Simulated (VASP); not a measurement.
# SiO2 (P6_422) in VASP: further runs

Runs on SiO2. Level: LDA. Tasks: single point.

Program: VASP 6.6.1. These are calculated values, not measurements. Logs are shortened: lines on timing, memory, paths and dates and some standing lists are left out, and cuts for length are marked.

### 1 The cell of the first run

The structure is hexagonal, space group P6_422 (No. 181). Conventional cell: a = 5.039 Å, b = 5.039 Å, c = 5.525 Å, α = 90.00°, β = 90.00°, γ = 120.00°. Si (site symmetry 222) has 4 O at 1.60 Å within 2.1 Å. O (site symmetry 2) has 2 Si at 1.60 Å within 2.1 Å.

### 2 Single point, LDA

INCAR

```
ALGO = Normal
EDIFF = 1E-7
ENCUT = 520
GGA = CA
ISIF = 2
ISMEAR = 0
LASPH = True
LCHARG = True
LELF = True
LREAL = False
LVHAR = True
LWAVE = False
NBANDS = 34
NELM = 80
PREC = Accurate
SIGMA = 0.02
```

KPOINTS

```
k-points
0
Gamma
  6 6 4
```

POSCAR

```
SiO2
1.0
    5.0386983966      0.0000000000      0.0000000000
   -2.5193491983      4.3636408134      0.0000000000
    0.0000000000      0.0000000000      5.5248549831
Si O
3 6
Direct
    0.0000000000      0.5000000000      0.3333333333
    0.5000000000      0.5000000000      0.6666666667
    0.5000000000      0.0000000000      0.0000000000
    0.5843949018      0.7921974509      0.8333333333
    0.7921974509      0.5843949018      0.5000000000
    0.7921974509      0.2078025491      0.1666666667
    0.4156050982      0.2078025491      0.8333333333
    0.2078025491      0.4156050982      0.5000000000
    0.2078025491      0.7921974509      0.1666666667
```

Potentials or basis: VASP PAW LDA potentials, release 64 (Si, O).

The run is started by

```
> cat potpaw_LDA.64/Si/POTCAR potpaw_LDA.64/O/POTCAR > POTCAR
> mpirun -np 1 vasp_std > vasp.out
```

OUTCAR:

```text
EDIFF = 1E-7
   ENCUT = 520
   GGA = CA
   ISIF = 2
   ISMEAR = 0
   LASPH = True
   LREAL = False
   NELM = 80
   PREC = Accurate

 ion  position               nearest neighbor table
   1  0.000  0.500  0.333-   6 1.60   9 1.60   8 1.60   5 1.60   3 3.12   3 3.12   2 3.12   2 3.12

   2  0.500  0.500  0.667-   4 1.60   7 1.60   5 1.60   8 1.60   3 3.12   3 3.12   1 3.12   1 3.12

   3  0.500  0.000  0.000-   6 1.60   9 1.60   7 1.60   4 1.60   1 3.12   2 3.12   2 3.12   1 3.12

   4  0.584  0.792  0.833-   2 1.60   3 1.60
   5  0.792  0.584  0.500-   2 1.60   1 1.60
   6  0.792  0.208  0.167-   1 1.60   3 1.60
   7  0.416  0.208  0.833-   2 1.60   3 1.60
   8  0.208  0.416  0.500-   2 1.60   1 1.60
   9  0.208  0.792  0.167-   1 1.60   3 1.60

  LATTYP: Found a hexagonal cell.
 ALAT       =     5.0386983966
 C/A-ratio  =     1.0964845578

  Lattice vectors:

 A1 = (   5.0386983966,   0.0000000000,   0.0000000000)
 A2 = (  -2.5193491983,   4.3636408134,   0.0000000000)
 A3 = (   0.0000000000,   0.0000000000,   5.5248549831)

Analysis of symmetry for initial positions (statically):
=====================================================================
 Subroutine PRICEL returns:
 Original cell was already a primitive cell.

 Routine SETGRP: Setting up the symmetry group for a
 hexagonal supercell.

 Subroutine GETGRP returns: Found 12 space group operations
 (whereof  4 operations were pure point group operations)
 out of a pool of 24 trial point group operations.

The static configuration has the point symmetry D_2 .
 The point group associated with its full space group is D_6 .

Analysis of symmetry for dynamics (positions and initial velocities):
=====================================================================
 Subroutine PRICEL returns:
 Original cell was already a primitive cell.

 Routine SETGRP: Setting up the symmetry group for a
 hexagonal supercell.

 Subroutine GETGRP returns: Found 12 space group operations
 (whereof  4 operations were pure point group operations)
 out of a pool of 24 trial point group operations.

The dynamic configuration has the point symmetry D_2 .
 The point group associated with its full space group is D_6 .

 Subroutine INISYM returns: Found 12 space group operations
 (whereof  4 operations are pure point group operations),
 and found     1 'primitive' translations

----------------------------------------------------------------------------------------

                                     Primitive cell

  volume of cell :     121.4754

  direct lattice vectors                    reciprocal lattice vectors
     5.038698397  0.000000000  0.000000000     0.198463953  0.114583216  0.000000000
    -2.519349198  4.363640813  0.000000000     0.000000000  0.229166433  0.000000000
     0.000000000  0.000000000  5.524854983     0.000000000  0.000000000  0.181000226

  length of vectors
     5.038698397  5.038698397  5.524854983     0.229166433  0.229166433  0.181000226

  position of ions in fractional coordinates (direct lattice)
     0.000000000  0.500000000  0.333333333
     0.500000000  0.500000000  0.666666667
     0.500000000  0.000000000  0.000000000
     0.584394902  0.792197451  0.833333333
     0.792197451  0.584394902  0.500000000
     0.792197451  0.207802549  0.166666667
     0.415605098  0.207802549  0.833333333
     0.207802549  0.415605098  0.500000000
     0.207802549  0.792197451  0.166666667

  ion indices of the primitive-cell ions
   primitive index   ion index
                 1           1
                 2           2
                 3           3
                 4           4
                 5           5
                 6           6
                 7           7
                 8           8
                 9           9

----------------------------------------------------------------------------------------

 KPOINTS: k-points

Automatic generation of k-mesh.
 Grid dimensions read from file:
 generate k-points for:    6    6    4

 Generating k-lattice:

  Cartesian coordinates                     Fractional coordinates (reciprocal lattice)
     0.033077325  0.019097203  0.000000000     0.166666667  0.000000000  0.000000000
     0.000000000  0.038194405  0.000000000     0.000000000  0.166666667  0.000000000
     0.000000000  0.000000000  0.045250056     0.000000000  0.000000000  0.250000000

  Length of vectors
     0.038194405  0.038194405  0.045250056

  Shift w.r.t. Gamma in fractional coordinates (k-lattice)
     0.000000000  0.000000000  0.000000000

 Subroutine IBZKPT returns following result:
 ===========================================

 Found     21 irreducible k-points:

 Following reciprocal coordinates:
            Coordinates               Weight
  0.000000  0.000000  0.000000      1.000000
  0.166667  0.000000  0.000000      6.000000
  0.333333  0.000000  0.000000      6.000000
  0.500000  0.000000  0.000000      3.000000
  0.166667  0.166667  0.000000      6.000000
  0.333333  0.166667  0.000000     12.000000
[... 13 lines left out ...]
  0.333333  0.166667  0.500000     12.000000
  0.333333  0.333333  0.500000      2.000000
   k-points           NKPTS =     21   k-points in BZ     NKDIM =     21   number of bands    NBANDS=     34
   number of dos      NEDOS =    301   number of ions     NIONS =      9
   total plane-waves  NPLWV =  67200
   dimension x,y,z NGX =    40 NGY =   40 NGZ =   42
   dimension x,y,z NGXF=    80 NGYF=   80 NGZF=   84
   ions per type =               3   6
   NGX,Y,Z   is equivalent  to a cutoff of  13.20, 13.20, 12.64 a.u.
   NGXF,Y,Z  is equivalent  to a cutoff of  26.40, 26.40, 25.28 a.u.
 SYSTEM =  unknown system
   PREC   = accura    normal or accurate (medium, high low for compatibility)
   ISTART =      0    job   : 0-new  1-cont  2-samecut
   ICHARG =      2    charge: 1-file 2-atom 10-const
   ISPIN  =      1    spin polarized calculation?
   LNONCOLLINEAR =      F non collinear calculations
   LSORBIT =      F    spin-orbit coupling
   LASPH  =      T    aspherical Exc in radial PAW
   ENCUT  =  520.0 eV  38.22 Ry    6.18 a.u.   9.37  9.37 10.27*2*pi/ulx,y,z
   NELM   =     80;   NELMIN=  2; NELMDL= -5     # of ELM steps
   EDIFF  = 0.1E-06   stopping-criterion for ELM
   LREAL  =      F    real-space projection
   EDIFFG = 0.1E-05   stopping-criterion for IOM
   NSW    =      0    number of steps for IOM
   IBRION =     -1    ionic relax: 0-MD 1-quasi-New 2-CG
   NFREE  =      0    steps in history (QN), initial steepest desc. (CG)
   ISIF   =      2    stress and relaxation
   ISYM   =      2    0-nonsym 1-usesym 2-fastsym
   POTIM  = 0.5000    time-step for ionic-motion
   TEBEG  =    0.0;   TEEND  =   0.0 temperature during run
   PSTRESS=    0.0 pullay stress
   NELECT =      48.0000    total number of electrons
   NUPDOWN=      -1.0000    fix difference up-down
   EMIN   =  10.00;   EMAX   =-10.00  energy-range for DOS
   EFERMI =   0.00;   METHOD = LEGACY
   ISMEAR =     0;   SIGMA  =   0.02  broadening in eV -4-tet -1-fermi 0-gaus
   EFERMI_NEDOS =   21; number of points for ismear=-14 and -15
   IALGO  =     38    algorithm
   IMIX   =      4    mixing-type and parameters
     AMIX     =   0.40;   BMIX     =  1.00
     AMIX_MAG =   1.60;   BMIX_MAG =  1.00
  volume/ion in A,a.u.               =      13.50        91.08
  Fermi-wavevector in a.u.,A,eV,Ry     =   1.201321  2.270168 19.635558  1.443173
  Thomas-Fermi vector in A             =   2.337133
   LORBIT       =      0    0 simple, 1 ext, 2 COOP (PROOUT), +10 PAW based schemes
   GGA     = CA    functional components
   LHFCALC =     F    Hartree Fock is set to
   AEXX    =    0.0000 exact exchange contribution
   IVDW    =     0    specifies the selected vdW correction
   LEPSILON=     F    determine dielectric tensor
   LRPA    =     F    only Hartree local field effects (RPA)
 non-spin polarized calculation
 Gauss-broadening in eV      SIGMA  =   0.02
  energy-cutoff  :      520.00
  volume of cell :      121.48
 maximum number of plane-waves:      3298
 NGX is ok and might be reduce to    40
   NGX = 19   NGY = 19   NGZ = 21

 number of electron      47.9999978 magnetization

 Free energy of the ion-electron system (eV)
  ---------------------------------------------------
  ext. energy  EPLUGINS =         0.00000000
  ---------------------------------------------------
  free energy    TOTEN  =       -77.81022089 eV

  energy without entropy =      -77.81022089  energy(sigma->0) =      -77.81022089

 E-fermi :   0.4923     XC(G=0):  -9.3629

 val. band max:        0.3613532203   @ k =   0.5000   0.0000   0.0000
 cond. band min:       5.8558404324   @ k =   0.0000   0.0000   0.0000
 fundamental gap:      5.4944872122
 Fermi energy:         0.4922615069

 k-point     1 :       0.0000    0.0000    0.0000
  band No.  band energies     occupation
      1     -18.8777      2.00000
      2     -17.3539      2.00000
      3     -17.3539      2.00000
      4     -16.7097      2.00000
      5     -16.6692      2.00000
      6     -16.6692      2.00000
[... 26 lines left out ...]
     33      13.3382      0.00000
     34      13.3450      0.00000

 k-point     2 :       0.1667    0.0000    0.0000
  band No.  band energies     occupation
      1     -18.8004      2.00000
      2     -17.4605      2.00000
      3     -17.3481      2.00000
      4     -16.7101      2.00000
      5     -16.6801      2.00000
      6     -16.6760      2.00000
[... 26 lines left out ...]
     33      13.1627      0.00000
     34      13.4101      0.00000
[... 664 lines left out ...]
     33      11.5211      0.00000
     34      11.7017      0.00000

 k-point    21 :       0.3333    0.3333    0.5000
  band No.  band energies     occupation
      1     -18.3549      2.00000
      2     -17.6776      2.00000
      3     -17.6776      2.00000
      4     -16.7263      2.00000
      5     -16.7037      2.00000
      6     -16.7037      2.00000
[... 26 lines left out ...]
     33      11.5703      0.00000
     34      11.5880      0.00000

------------------------ aborting loop because EDIFF is reached ----------------------------------------

  FORCE on cell =-STRESS in cart. coord.  units (eV):
  Direction    XX          YY          ZZ          XY          YZ          ZX
  --------------------------------------------------------------------------------------
  -------------------------------------------------------------------------------------
  Total        0.4312554      0.4312554      0.4820453     -0.0000000     -0.0000000     -0.0000000
  in kB        5.6879648      5.6879648      6.3578489     -0.0000000     -0.0000000     -0.0000000
  external PRESSURE =       5.9112595 kB  Pullay stress =       0.0000000 kB

 VOLUME and BASIS-vectors are now :
 -----------------------------------------------------------------------------
  energy-cutoff  :      520.00
  volume of cell :      121.48
      direct lattice vectors                 reciprocal lattice vectors
     5.038698397  0.000000000  0.000000000     0.198463953  0.114583216  0.000000000
    -2.519349198  4.363640813  0.000000000     0.000000000  0.229166433  0.000000000
     0.000000000  0.000000000  5.524854983     0.000000000  0.000000000  0.181000226

 POSITION                                       TOTAL-FORCE (eV/Angst)
 -----------------------------------------------------------------------------------
     -1.25967      2.18182      1.84162         0.000000     -0.000000     -0.000000
      1.25967      2.18182      3.68324        -0.000000     -0.000000     -0.000000
      2.51935      0.00000      0.00000         0.000000     -0.000000      0.000000
      0.94877      3.45687      4.60405         0.006442      0.003719      0.000000
      2.51935      2.55009      2.76243         0.000000      0.007439     -0.000000
      3.46812      0.90678      0.92081         0.006442     -0.003719      0.000000
      1.57058      0.90678      4.60405        -0.006442     -0.003719      0.000000
      0.00000      1.81355      2.76243        -0.000000     -0.007439     -0.000000
     -0.94877      3.45687      0.92081        -0.006442      0.003719      0.000000
 -----------------------------------------------------------------------------------
    total drift:                                0.000000     -0.000000     -0.000001

  FREE ENERGIE OF THE ION-ELECTRON SYSTEM (eV)
  ---------------------------------------------------
  free  energy   TOTEN  =       -77.8102208859 eV

  energy  without entropy=      -77.8102208859  energy(sigma->0) =      -77.81022089
```

It took 62 s on 1 thread of Intel Xeon Platinum 8488C (Sapphire Rapids), shared host; peak memory 0.22 GiB.

Results:

| Item | Value |
| --- | --- |
| Free energy | -77.8102 eV |
| Pressure | 0.6 GPa |
| Largest force | 0.007 eV/Å |
| Band gap on the k mesh | 5.49 eV (least direct gap 5.68 eV) |

Forces on the atoms (eV/Å):
```
Si   0.000  0.000  0.000
Si   0.000  0.000  0.000
Si   0.000  0.000  0.000
O    0.006  0.004  0.000
O    0.000  0.007  0.000
O    0.006 -0.004  0.000
O   -0.006 -0.004  0.000
O    0.000 -0.007  0.000
O   -0.006  0.004  0.000
```

A k mesh can miss the band edges.

(Continued in part 2 of 2.)
